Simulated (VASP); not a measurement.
# Cr (Im-3m) in VASP: further runs

Runs on Cr. Level: PBE. Tasks: single point.

Program: VASP 6.6.1. These are calculated values, not measurements. Logs are shortened: lines on timing, memory, paths and dates and some standing lists are left out, and cuts for length are marked.

### 1 The cell of the first run

It takes space group Im-3m (No. 229, cubic). Conventional cell: a = 2.998 Å, b = 2.998 Å, c = 2.998 Å, α = 90.00°, β = 90.00°, γ = 90.00°. Cr (site symmetry m-3m) has 14 Cr at 2.60 to 3.00 Å within 3.4 Å.

### 2 Single point, PBE, collinear spin, antiferromagnetic start (volume scaled by 1.03)

INCAR

```
  PREC = Accurate
  ENCUT = 520
  EDIFF = 1E-7
  ISMEAR = -1
  SIGMA = 0.05
  LREAL = False
  LASPH = True
  NELM = 150
  ALGO = Normal
  ISIF = 2
  LWAVE = False
  LCHARG = False
  ISPIN = 2
  MAGMOM = -3 3
  LORBIT = 11
  LMAXMIX = 4
  GGA = PE
  NBANDS = 23
```

KPOINTS

```
regular mesh
0
Gamma
  11 11 11
```

POSCAR

```
Cr
1.0
    2.9982963100      0.0000000000      0.0000000000
    0.0000000000      2.9982963100      0.0000000000
    0.0000000000      0.0000000000      2.9982963100
Cr
2
Direct
    0.0000000000      0.0000000000      0.0000000000
    0.5000000000      0.5000000000      0.5000000000
```

Potentials or basis: VASP PAW PBE potentials, release 64 (Cr_pv).

The run is started by

```sh
$ cat potpaw_PBE.64/Cr_pv/POTCAR > POTCAR
$ mpirun -np 1 vasp_std > vasp.out
```

OUTCAR:

```text
PREC = Accurate
   ENCUT = 520
   EDIFF = 1E-7
   ISMEAR = -1
   LREAL = False
   LASPH = True
   NELM = 150
   ISIF = 2
   ISPIN = 2
   LORBIT = 11
   GGA = PE

 ion  position               nearest neighbor table
   1  0.000  0.000  0.000-   2 2.60   2 2.60   2 2.60   2 2.60   2 2.60   2 2.60   2 2.60   2 2.60

   2  0.500  0.500  0.500-   1 2.60   1 2.60   1 2.60   1 2.60   1 2.60   1 2.60   1 2.60   1 2.60

  LATTYP: Found a simple cubic cell.
 ALAT       =     2.9982963100

  Lattice vectors:

 A1 = (   2.9982963100,   0.0000000000,   0.0000000000)
 A2 = (   0.0000000000,   2.9982963100,   0.0000000000)
 A3 = (   0.0000000000,   0.0000000000,   2.9982963100)

Analysis of symmetry for initial positions (statically):
=====================================================================
 Subroutine PRICEL returns following result:

  LATTYP: Found a body centered cubic cell.
 ALAT       =     2.9982963100
[... 12 lines left out ...]
 Subroutine GETGRP returns: Found 48 space group operations
 (whereof 48 operations were pure point group operations)
 out of a pool of 48 trial point group operations.

The static configuration has the point symmetry O_h .

Analysis of symmetry for dynamics (positions and initial velocities):
=====================================================================
 Subroutine PRICEL returns following result:

  LATTYP: Found a body centered cubic cell.
 ALAT       =     2.9982963100
[... 12 lines left out ...]
 Subroutine GETGRP returns: Found 48 space group operations
 (whereof 48 operations were pure point group operations)
 out of a pool of 48 trial point group operations.

The dynamic configuration has the point symmetry O_h .

Analysis of structural, dynamic, and magnetic symmetry:
=====================================================================
 Subroutine PRICEL returns following result:

  LATTYP: Found a body centered cubic cell.
 ALAT       =     2.9982963100
[... 12 lines left out ...]
 Subroutine GETGRP returns: Found 48 space group operations
 (whereof 48 operations were pure point group operations)
 out of a pool of 48 trial point group operations.

The overall configuration has the point symmetry O_h .

 Subroutine INISYM returns: Found 48 space group operations
 (whereof 48 operations are pure point group operations),
 and found     2 'primitive' translations

----------------------------------------------------------------------------------------

                                     Primitive cell

  volume of cell :      13.4770

[... 103 lines left out ...]
   IALGO  =     38    algorithm
   IMIX   =      4    mixing-type and parameters
     AMIX     =   0.40;   BMIX     =  1.00
     AMIX_MAG =   1.60;   BMIX_MAG =  1.00
  volume/ion in A,a.u.               =      13.48        90.95
  Fermi-wavevector in a.u.,A,eV,Ry     =   1.574964  2.976251 33.749419  2.480512
  Thomas-Fermi vector in A             =   2.676019
   LORBIT       =     11    0 simple, 1 ext, 2 COOP (PROOUT), +10 PAW based schemes
   GGA     = PE    functional components
   LHFCALC =     F    Hartree Fock is set to
   AEXX    =    0.0000 exact exchange contribution
   IVDW    =     0    specifies the selected vdW correction
   LEPSILON=     F    determine dielectric tensor
   LRPA    =     F    only Hartree local field effects (RPA)
 spin polarized calculation
  energy-cutoff  :      520.00
  volume of cell :       26.95
 maximum number of plane-waves:       739
 NGX is ok and might be reduce to    24
   NGX = 11   NGY = 11   NGZ = 11

 number of electron      23.9999995 magnetization      -0.0000000

 number of electron      23.9999995 magnetization       0.0000000

 Free energy of the ion-electron system (eV)
  ---------------------------------------------------
  ext. energy  EPLUGINS =         0.00000000
  ---------------------------------------------------
  free energy    TOTEN  =       -18.86899092 eV

  energy without entropy =      -18.86479530  energy(sigma->0) =      -18.86689311

 E-fermi :   9.0354     XC(G=0): -12.7453

 val. band max:        8.9618864300   @ k =   0.3636   0.0000   0.0000
 cond. band min:       9.0556099790   @ k =   0.4545   0.0909   0.0909
 fundamental gap:      0.0937235490
 Fermi energy:         9.0353775075

 spin component 1

 k-point     1 :       0.0000    0.0000    0.0000
  band No.  band energies     occupation
      1     -34.8399      1.00000
      2     -34.8399      1.00000
      3     -34.8399      1.00000
      4     -32.8148      1.00000
      5     -32.8148      1.00000
      6     -32.8148      1.00000
[... 613 lines left out ...]
     22      20.2270      0.00000
     23      25.7825      0.00000

 [... further k-points ...]

 spin component 2

 k-point     1 :       0.0000    0.0000    0.0000
  band No.  band energies     occupation
      1     -34.8399      1.00000
      2     -34.8399      1.00000
      3     -34.8399      1.00000
      4     -32.8148      1.00000
      5     -32.8148      1.00000
      6     -32.8148      1.00000
[... 613 lines left out ...]
     22      20.2270      0.00000
     23      25.7825      0.00000

 [... further k-points ...]
[... 5 lines left out ...]
  --------------------------------------------------------------------------------------
  -------------------------------------------------------------------------------------
  Total       -2.5833703     -2.5833703     -2.5833703      0.0000000      0.0000000     -0.0000000
  in kB     -153.5584032   -153.5584032   -153.5584032      0.0000000      0.0000000     -0.0000000
  external PRESSURE =    -153.5584032 kB  Pullay stress =       0.0000000 kB

 VOLUME and BASIS-vectors are now :
 -----------------------------------------------------------------------------
  energy-cutoff  :      520.00
  volume of cell :       26.95
      direct lattice vectors                 reciprocal lattice vectors
     2.998296310  0.000000000  0.000000000     0.333522740  0.000000000  0.000000000
     0.000000000  2.998296310  0.000000000     0.000000000  0.333522740  0.000000000
     0.000000000  0.000000000  2.998296310     0.000000000  0.000000000  0.333522740

 POSITION                                       TOTAL-FORCE (eV/Angst)
 -----------------------------------------------------------------------------------
      0.00000      0.00000      0.00000         0.000000     -0.000000      0.000000
      1.49915      1.49915      1.49915        -0.000000      0.000000     -0.000000
 -----------------------------------------------------------------------------------
    total drift:                                0.000000      0.000000     -0.000000

  FREE ENERGIE OF THE ION-ELECTRON SYSTEM (eV)
  ---------------------------------------------------
  free  energy   TOTEN  =       -18.8689909156 eV

  energy  without entropy=      -18.8647953027  energy(sigma->0) =      -18.86689311

 total charge

# of ion       s       p       d       tot
------------------------------------------
    1        0.386   6.314   4.075  10.776
    2        0.386   6.314   4.075  10.776
--------------------------------------------------
tot          0.772  12.629   8.151  21.552

 magnetization (x)

# of ion       s       p       d       tot
------------------------------------------
    1       -0.026  -0.019  -1.940  -1.985
    2        0.026   0.019   1.940   1.985
--------------------------------------------------
tot          0.000   0.000   0.000   0.000
```

Run time: 48 s. Hardware: 1 thread of Intel Xeon 6975P-C, shared host; peak memory 0.18 GiB.

Results:

| Quantity | Value |
| --- | --- |
| Free energy | -18.8690 eV |
| Pressure | -15.4 GPa |
| Band gap on the k mesh | zero (filled and empty bands overlap) |
| Net moment | 0.00 μB per cell |
| Site moments | Cr -1.99, +1.99 μB |
| Valence electrons inside the program's atomic spheres | Cr 10.78 |

Levels at points of the mesh, in eV from the Fermi level:
Spin up:
```tsv
k point	band 9	band 10	band 11	band 12	band 13	band 14	band 15	band 16
(0.00, 0.00, 0.00)	-3.51	-0.90	-0.90	-0.90	1.22	1.22	2.49	2.49
```
Spin down:
| k point | band 8 | band 9 | band 10 | band 11 | band 12 | band 13 | band 14 | band 15 | band 16 | band 17 |
| --- | --- | --- | --- | --- | --- | --- | --- | --- | --- | --- |
| (0.00, 0.00, 0.00) | -3.51 | -3.51 | -0.90 | -0.90 | -0.90 | 1.22 | 1.22 | 2.49 | 2.49 | 2.49 |

### 3 Single point, PBE, collinear spin, antiferromagnetic start (volume scaled by 1.06)

INCAR

```
  ALGO = Normal
  EDIFF = 1E-6
  ENCUT = 520
  GGA = PE
  ISIF = 2
  ISMEAR = -1
  ISPIN = 2
  LASPH = T
  LCHARG = T
  LELF = T
  LMAXMIX = 4
  LORBIT = 11
  LREAL = F
  LVHAR = T
  LWAVE = F
  MAGMOM = -3 3
  NBANDS = 23
  NELM = 150
  PREC = Accurate
  SIGMA = 0.05
```

KPOINTS

```
k-points
0
Gamma
  11 11 11
```

POSCAR

```
Cr
1.0
    3.0271278509      0.0000000000      0.0000000000
    0.0000000000      3.0271278509      0.0000000000
    0.0000000000      0.0000000000      3.0271278509
Cr
2
Direct
    0.0000000000      0.0000000000      0.0000000000
    0.5000000000      0.5000000000      0.5000000000
```

Potentials or basis: VASP PAW PBE potentials, release 64 (Cr_pv).

The run is started by

```sh
$ cat potpaw_PBE.64/Cr_pv/POTCAR > POTCAR
$ mpirun -np 1 vasp_std > vasp.out
```

It took 49 s on 1 thread of Intel Xeon 6975P-C, shared host; peak memory 0.17 GiB.

The run converged. Its results:

```yaml
Free_energy: -18.7903 eV
Pressure: -16.8 GPa
Band_gap_on_the_k_mesh: zero (filled and empty bands overlap)
Net_moment: 0.00 μB per cell
Site_moments: Cr -2.15, +2.15 μB
Valence_electrons_inside_the_program's_atomic_spheres: Cr 10.73
```

Levels at points of the mesh, in eV from the Fermi level:
Spin up:
| k point | band 8 | band 9 | band 10 | band 11 | band 12 | band 13 | band 14 | band 15 | band 16 | band 17 |
| --- | --- | --- | --- | --- | --- | --- | --- | --- | --- | --- |
| (0.00, 0.00, 0.00) | -3.42 | -3.42 | -0.94 | -0.94 | -0.94 | 1.20 | 1.20 | 2.47 | 2.47 | 2.47 |
Spin down:
| k point | band 10 | band 11 | band 12 | band 13 | band 14 | band 15 |
| --- | --- | --- | --- | --- | --- | --- |
| (0.00, 0.00, 0.00) | -0.94 | -0.94 | -0.94 | 1.20 | 1.20 | 2.47 |
